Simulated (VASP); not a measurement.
# Gd (Im-3m) in VASP: a series of runs

The runs below take Gd through single point, with PBEsol.

Program: VASP 6.6.1. These are calculated values, not measurements. Logs are shortened: lines on timing, memory, paths and dates and some standing lists are left out, and cuts for length are marked.

### Step 1. The cell of the first run

The structure is cubic, space group Im-3m (No. 229). The conventional cell has a = 3.967 Å, b = 3.967 Å, c = 3.967 Å, α = 90.00°, β = 90.00°, γ = 90.00°. Gd (site symmetry m-3m) has 14 Gd at 3.44 to 3.97 Å within 4.5 Å.

### Step 2. Single point, PBEsol, collinear spin, ferromagnetic start

File INCAR:

```
PREC = Accurate ; ENCUT = 520
EDIFF = 1E-6 ; ISMEAR = -1
SIGMA = 0.05 ; LREAL = False
LASPH = True ; NELM = 150
ALGO = Normal ; ISIF = 2
LWAVE = False ; LCHARG = True
ISPIN = 2 ; MAGMOM = 7
LORBIT = 11 ; LMAXMIX = 6
GGA = PS ; LELF = True
LVHAR = True ; NBANDS = 19
```

File KPOINTS:

```
regular mesh
0
Gamma
  9 9 9
```

File POSCAR:

```
Gd
1.0
   -1.9836618701      1.9836618701      1.9836618701
    1.9836618701     -1.9836618701      1.9836618701
    1.9836618701      1.9836618701     -1.9836618701
Gd
1
Direct
    0.0000000000      0.0000000000      0.0000000000
```

Potentials or basis: VASP PAW PBE potentials, release 64 (Gd).

Run with:

```console
$ cat potpaw_PBE.64/Gd/POTCAR > POTCAR
$ mpirun -np 1 vasp_std > vasp.out
```

OUTCAR:

```text
PREC = Accurate
   ENCUT = 520
   EDIFF = 1E-6
   ISMEAR = -1
   LREAL = False
   LASPH = True
   NELM = 150
   ISIF = 2
   ISPIN = 2
   LORBIT = 11
   GGA = PS

 ion  position               nearest neighbor table
   1  0.000  0.000  0.000-

  LATTYP: Found a body centered cubic cell.
 ALAT       =     3.9673237402

  Lattice vectors:

 A1 = (  -1.9836618701,   1.9836618701,   1.9836618701)
 A2 = (   1.9836618701,  -1.9836618701,   1.9836618701)
 A3 = (   1.9836618701,   1.9836618701,  -1.9836618701)

Analysis of symmetry for initial positions (statically):
=====================================================================
 Subroutine PRICEL returns:
 Original cell was already a primitive cell.

 Routine SETGRP: Setting up the symmetry group for a
 body centered cubic supercell.

 Subroutine GETGRP returns: Found 48 space group operations
 (whereof 48 operations were pure point group operations)
 out of a pool of 48 trial point group operations.

The static configuration has the point symmetry O_h .

Analysis of symmetry for dynamics (positions and initial velocities):
=====================================================================
 Subroutine PRICEL returns:
 Original cell was already a primitive cell.

 Routine SETGRP: Setting up the symmetry group for a
 body centered cubic supercell.

 Subroutine GETGRP returns: Found 48 space group operations
 (whereof 48 operations were pure point group operations)
 out of a pool of 48 trial point group operations.

The dynamic configuration has the point symmetry O_h .

Analysis of structural, dynamic, and magnetic symmetry:
=====================================================================
 Subroutine PRICEL returns:
 Original cell was already a primitive cell.

 Routine SETGRP: Setting up the symmetry group for a
 body centered cubic supercell.

 Subroutine GETGRP returns: Found 48 space group operations
 (whereof 48 operations were pure point group operations)
 out of a pool of 48 trial point group operations.

The overall configuration has the point symmetry O_h .

 Subroutine INISYM returns: Found 48 space group operations
 (whereof 48 operations are pure point group operations),
 and found     1 'primitive' translations

----------------------------------------------------------------------------------------

                                     Primitive cell

  volume of cell :      31.2222

  direct lattice vectors                    reciprocal lattice vectors
    -1.983661870  1.983661870  1.983661870     0.000000000  0.252059087  0.252059087
     1.983661870 -1.983661870  1.983661870     0.252059087  0.000000000  0.252059087
     1.983661870  1.983661870 -1.983661870     0.252059087  0.252059087  0.000000000

  length of vectors
     3.435803144  3.435803144  3.435803144     0.356465379  0.356465379  0.356465379

  position of ions in fractional coordinates (direct lattice)
     0.000000000  0.000000000  0.000000000

  ion indices of the primitive-cell ions
   primitive index   ion index
                 1           1

----------------------------------------------------------------------------------------

 KPOINTS: regular mesh

Automatic generation of k-mesh.
 Grid dimensions read from file:
 generate k-points for:    9    9    9

 Generating k-lattice:

  Cartesian coordinates                     Fractional coordinates (reciprocal lattice)
     0.000000000  0.028006565  0.028006565     0.111111111  0.000000000  0.000000000
     0.028006565  0.000000000  0.028006565     0.000000000  0.111111111  0.000000000
     0.028006565  0.028006565  0.000000000     0.000000000  0.000000000  0.111111111

  Length of vectors
     0.039607264  0.039607264  0.039607264

  Shift w.r.t. Gamma in fractional coordinates (k-lattice)
     0.000000000  0.000000000  0.000000000

 Subroutine IBZKPT returns following result:
 ===========================================

 Found     35 irreducible k-points:

 Following reciprocal coordinates:
            Coordinates               Weight
  0.000000  0.000000  0.000000      1.000000
  0.111111  0.000000  0.000000     12.000000
  0.222222  0.000000  0.000000     12.000000
  0.333333  0.000000  0.000000     12.000000
  0.444444  0.000000  0.000000     12.000000
  0.111111  0.111111  0.000000     24.000000
[... 16 lines left out ...]
 -0.333333  0.444444  0.111111     48.000000
 -0.444444 -0.444444  0.111111     24.000000
 [... further k-points ...]
   k-points           NKPTS =     35   k-points in BZ     NKDIM =     35   number of bands    NBANDS=     19
   number of dos      NEDOS =    301   number of ions     NIONS =      1
   total plane-waves  NPLWV =  21952
   dimension x,y,z NGX =    28 NGY =   28 NGZ =   28
   dimension x,y,z NGXF=    56 NGYF=   56 NGZF=   56
   ions per type =               1
   NGX,Y,Z   is equivalent  to a cutoff of  13.55, 13.55, 13.55 a.u.
   NGXF,Y,Z  is equivalent  to a cutoff of  27.10, 27.10, 27.10 a.u.
 SYSTEM =  unknown system
   PREC   = accura    normal or accurate (medium, high low for compatibility)
   ISTART =      0    job   : 0-new  1-cont  2-samecut
   ICHARG =      2    charge: 1-file 2-atom 10-const
   ISPIN  =      2    spin polarized calculation?
   LNONCOLLINEAR =      F non collinear calculations
   LSORBIT =      F    spin-orbit coupling
   LASPH  =      T    aspherical Exc in radial PAW
   ENCUT  =  520.0 eV  38.22 Ry    6.18 a.u.   6.39  6.39  6.39*2*pi/ulx,y,z
   NELM   =    150;   NELMIN=  2; NELMDL= -5     # of ELM steps
   EDIFF  = 0.1E-05   stopping-criterion for ELM
   LREAL  =      F    real-space projection
   EDIFFG = 0.1E-04   stopping-criterion for IOM
   NSW    =      0    number of steps for IOM
   IBRION =     -1    ionic relax: 0-MD 1-quasi-New 2-CG
   NFREE  =      0    steps in history (QN), initial steepest desc. (CG)
   ISIF   =      2    stress and relaxation
   ISYM   =      2    0-nonsym 1-usesym 2-fastsym
   POTIM  = 0.5000    time-step for ionic-motion
   TEBEG  =    0.0;   TEEND  =   0.0 temperature during run
   PSTRESS=    0.0 pullay stress
   NELECT =      18.0000    total number of electrons
   NUPDOWN=      -1.0000    fix difference up-down
   EMIN   =  10.00;   EMAX   =-10.00  energy-range for DOS
   EFERMI =   0.00;   METHOD = LEGACY
   ISMEAR =    -1;   SIGMA  =   0.05  broadening in eV -4-tet -1-fermi 0-gaus
   EFERMI_NEDOS =   21; number of points for ismear=-14 and -15
   IALGO  =     38    algorithm
   IMIX   =      4    mixing-type and parameters
     AMIX     =   0.40;   BMIX     =  1.00
     AMIX_MAG =   1.60;   BMIX_MAG =  1.00
  volume/ion in A,a.u.               =      31.22       210.70
  Fermi-wavevector in a.u.,A,eV,Ry     =   1.362526  2.574800 25.258892  1.856476
  Thomas-Fermi vector in A             =   2.489008
   LORBIT       =     11    0 simple, 1 ext, 2 COOP (PROOUT), +10 PAW based schemes
   GGA     = PS    functional components
   LHFCALC =     F    Hartree Fock is set to
   AEXX    =    0.0000 exact exchange contribution
   IVDW    =     0    specifies the selected vdW correction
   LEPSILON=     F    determine dielectric tensor
   LRPA    =     F    only Hartree local field effects (RPA)
 spin polarized calculation
  energy-cutoff  :      520.00
  volume of cell :       31.22
 maximum number of plane-waves:       887
 NGX is ok and might be reduce to    28
   NGX = 13   NGY = 13   NGZ = 13

 number of electron      17.9999994 magnetization       7.5842451

 Free energy of the ion-electron system (eV)
  ---------------------------------------------------
  ext. energy  EPLUGINS =         0.00000000
  ---------------------------------------------------
  free energy    TOTEN  =       -11.95844877 eV

  energy without entropy =      -11.94509513  energy(sigma->0) =      -11.95177195

 E-fermi :   3.1274     XC(G=0): -10.3741

 val. band max:        3.0910112161   @ k =   0.3333   0.0000   0.0000
 cond. band min:       3.1278202134   @ k =  -0.4444   0.4444   0.2222
 fundamental gap:      0.0368089973
 Fermi energy:         3.1273940958

 spin component 1

 k-point     1 :       0.0000    0.0000    0.0000
  band No.  band energies     occupation
      1     -42.0508      1.00000
      2     -19.0170      1.00000
      3     -19.0170      1.00000
      4     -19.0170      1.00000
      5      -2.0453      1.00000
      6      -1.6496      1.00000
[... 11 lines left out ...]
     18      13.8252      0.00000
     19      13.8252      0.00000

 k-point     2 :       0.1111    0.0000    0.0000
  band No.  band energies     occupation
      1     -42.0407      1.00000
      2     -19.1237      1.00000
      3     -19.0497      1.00000
      4     -19.0176      1.00000
      5      -1.6732      1.00000
      6      -1.6446      1.00000
[... 476 lines left out ...]
 k-point    24 :      -0.4444   -0.4444    0.1111
  band No.  band energies     occupation
      1     -41.9480      1.00000
      2     -19.7761      1.00000
      3     -19.4187      1.00000
      4     -19.1523      1.00000
      5      -1.6299      1.00000
      6      -1.6160      1.00000
[... 11 lines left out ...]
     18      11.3239      0.00000
     19      13.8292      0.00000

 [... further k-points ...]

 spin component 2

 k-point     1 :       0.0000    0.0000    0.0000
  band No.  band energies     occupation
      1     -38.8404      1.00000
      2     -16.5891      1.00000
      3     -16.5891      1.00000
      4     -16.5891      1.00000
      5      -1.1665      1.00000
      6       3.5170      0.00041
[... 11 lines left out ...]
     18      14.7692      0.00000
     19      14.7692      0.00000

 k-point     2 :       0.1111    0.0000    0.0000
  band No.  band energies     occupation
      1     -38.8278      1.00000
      2     -16.7197      1.00000
      3     -16.6276      1.00000
      4     -16.5903      1.00000
      5      -0.7742      1.00000
      6       3.4920      0.00068
[... 476 lines left out ...]
 k-point    24 :      -0.4444   -0.4444    0.1111
  band No.  band energies     occupation
      1     -38.7125      1.00000
      2     -17.4990      1.00000
      3     -17.0658      1.00000
      4     -16.7513      1.00000
      5       2.2716      1.00000
      6       3.4186      0.00295
[... 11 lines left out ...]
     18      12.7840      0.00000
     19      15.1352      0.00000

 [... further k-points ...]
[... 5 lines left out ...]
  --------------------------------------------------------------------------------------
  -------------------------------------------------------------------------------------
  Total       -0.0768459     -0.0768459     -0.0768459     -0.0000000     -0.0000000      0.0000000
  in kB       -3.9433794     -3.9433794     -3.9433794     -0.0000000     -0.0000000      0.0000000
  external PRESSURE =      -3.9433794 kB  Pullay stress =       0.0000000 kB

 VOLUME and BASIS-vectors are now :
 -----------------------------------------------------------------------------
  energy-cutoff  :      520.00
  volume of cell :       31.22
      direct lattice vectors                 reciprocal lattice vectors
    -1.983661870  1.983661870  1.983661870     0.000000000  0.252059087  0.252059087
     1.983661870 -1.983661870  1.983661870     0.252059087  0.000000000  0.252059087
     1.983661870  1.983661870 -1.983661870     0.252059087  0.252059087  0.000000000

 POSITION                                       TOTAL-FORCE (eV/Angst)
 -----------------------------------------------------------------------------------
      0.00000      0.00000      0.00000        -0.000000      0.000000      0.000000
 -----------------------------------------------------------------------------------
    total drift:                               -0.000000     -0.000000     -0.000000

  FREE ENERGIE OF THE ION-ELECTRON SYSTEM (eV)
  ---------------------------------------------------
  free  energy   TOTEN  =       -11.9584487702 eV

  energy  without entropy=      -11.9450951299  energy(sigma->0) =      -11.95177195

 total charge

# of ion       s       p       d       f       tot
--------------------------------------------------
    1        2.074   5.539   0.617   6.978  15.209

 magnetization (x)

# of ion       s       p       d       f       tot
--------------------------------------------------
    1        0.003  -0.049   0.237   6.813   7.004
```

It took 62 s on 1 thread of Intel Xeon 6975P-C (Granite Rapids), shared host; peak memory 0.2 GiB.

What came out:

| Item | Value |
| --- | --- |
| Free energy | -11.9584 eV |
| Pressure | -0.4 GPa |
| Net moment | 7.58 μB per cell |
| Site moments | Gd +7.00 μB |
| Valence electrons inside the program's atomic spheres | Gd 15.21 |

Caveat: the PAW data sets were made with another functional, which shifts forces and pressure a little; spin-orbit coupling is left out, which moves the levels of the heavy elements. The state reached can hang on the start; a lower one may exist.

(Continued in part 2 of 2.)
